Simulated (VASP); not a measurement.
CdF2:

```
CELL_PARAMETERS angstrom
5.05889 0.00000 0.00000
0.00000 5.05889 0.00000
0.00000 0.00000 3.29610
ATOMIC_POSITIONS crystal
Cd 0.00000 0.00000 0.00000
Cd 0.50000 0.50000 0.50000
F 0.30492 0.30492 0.00000
F 0.19508 0.80492 0.50000
F 0.69508 0.69508 0.00000
F 0.80492 0.19508 0.50000
```

The cell was generated, and may not be a known phase.

| Item | Value |
| --- | --- |
| Program | VASP 6.6.1 |
| Task | relaxation of cell and atoms |
| Functional | PBE |
| Potentials or basis | VASP PAW PBE potentials, release 64 (Cd, F) |
| Cutoff | 600 eV |
| k mesh | 3 × 3 × 4 |
| Occupations | gaussian, width 0.15 eV |
| Spin | no spin polarisation |

At the start: pressure 16.1 GPa; volume 14.06 Å³/atom.

**Question.** Where does the relaxation end?

**Answer.** Over 6 steps the energy falls by 100.1 meV/atom and the volume is 16.19 Å³/atom (+15.2 %); space group P4_2/mnm (No. 136, to 0.1 Å) before and after.

The path:
| step | energy change (eV) | largest force (eV/Å) | pressure (GPa) | volume (Å³) |
| --- | --- | --- | --- | --- |
| 1 | 0.0000 | 0.3862 | 16.07 | 84.35 |
| 2 | -0.5111 | 0.1940 | -4.03 | 102.73 |
| 3 | -0.5901 | 0.1125 | 0.07 | 96.93 |
| 4 | -0.5901 | 0.1176 | -0.15 | 97.19 |
| 5 | -0.5939 | 0.0977 | -0.16 | 97.18 |
| 6 | -0.6009 | 0.0347 | -0.22 | 97.14 |

Final structure:
```
CELL_PARAMETERS angstrom
5.22977 0.00000 0.00000
0.00000 5.22977 0.00000
0.00000 0.00000 3.55177
ATOMIC_POSITIONS crystal
Cd 0.00000 0.00000 0.00000
Cd 0.50000 0.50000 0.50000
F 0.30580 0.30580 0.00000
F 0.19420 0.80580 0.50000
F 0.69420 0.69420 0.00000
F 0.80580 0.19420 0.50000
```

Caveat: the k points lie up to 0.44 Å⁻¹ apart in the final cell; the volume moved by over 15 % at a fixed basis, so the end points are rough; the relaxation stopped at a loose force limit of 0.08 eV/Å, so its end isn't a converged minimum.
